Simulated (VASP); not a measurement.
A run of VASP 6.6.1 is set up as follows.

Contents of INCAR:

```
SYSTEM = AlGa2
PREC     = Accurate       ! precision mode
ENCUT    = 520            ! plane-wave cutoff, eV
EDIFF    = 1E-6           ! SCF threshold, eV
ISMEAR   = 0              ! smearing method
SIGMA    = 0.1            ! smearing width, eV
LREAL    = .False.        ! projectors in reciprocal space
LASPH    = .True.         ! aspherical terms in the spheres
NELM     = 80             ! most SCF steps
ALGO     = Normal         ! electronic algorithm
ISIF     = 2              ! what is computed and relaxed
LWAVE    = .False.        ! write WAVECAR
LCHARG   = .True.         ! write CHGCAR
GGA      = PE             ! functional
LELF     = .True.         ! ELF
LVHAR    = .True.       
NBANDS   = 38             ! bands
```

The input KPOINTS:

```
regular mesh
0
Gamma
  6 6 2
  0 0 0
```

The input POSCAR:

```
AlGa2
1.0
    2.9676486405      0.0000000000      0.0000000000
   -1.4838243202      2.5700591122      0.0000000000
    0.0000000000      0.0000000000     14.2082188945
Al Ga
2 4
Direct
    0.0000000000      0.0000000000      0.0000000000
    0.0000000000      0.0000000000      0.5000000000
    0.3333333333      0.6666666667      0.8430445496
    0.3333333333      0.6666666667      0.6569554504
    0.6666666667      0.3333333333      0.1569554504
    0.6666666667      0.3333333333      0.3430445496
```

Potentials or basis: VASP PAW PBE potentials, release 64 (Al, Ga_d).

The run is started by

```console
$ cat potpaw_PBE.64/Al/POTCAR potpaw_PBE.64/Ga_d/POTCAR > POTCAR
$ mpirun -np 1 vasp_std > vasp.out
```

Task: Estimate the band gap on the k mesh.

Result: Zero (bands 29 and 30 overlap by 5.95 eV).

Task: Predict the pressure.

Result: 0.0 GPa.

Task: Estimate the largest force.

Result: 0.012 eV/Å.

Forces on the atoms (eV/Å):
```
Al   0.000  0.000  0.000
Al   0.000  0.000  0.000
Ga   0.000  0.000  0.012
Ga   0.000  0.000 -0.012
Ga   0.000  0.000 -0.012
Ga   0.000  0.000  0.012
```

Caveat: the k points lie up to 0.41 Å⁻¹ apart, too coarse for converged energies and pressures of a metal.
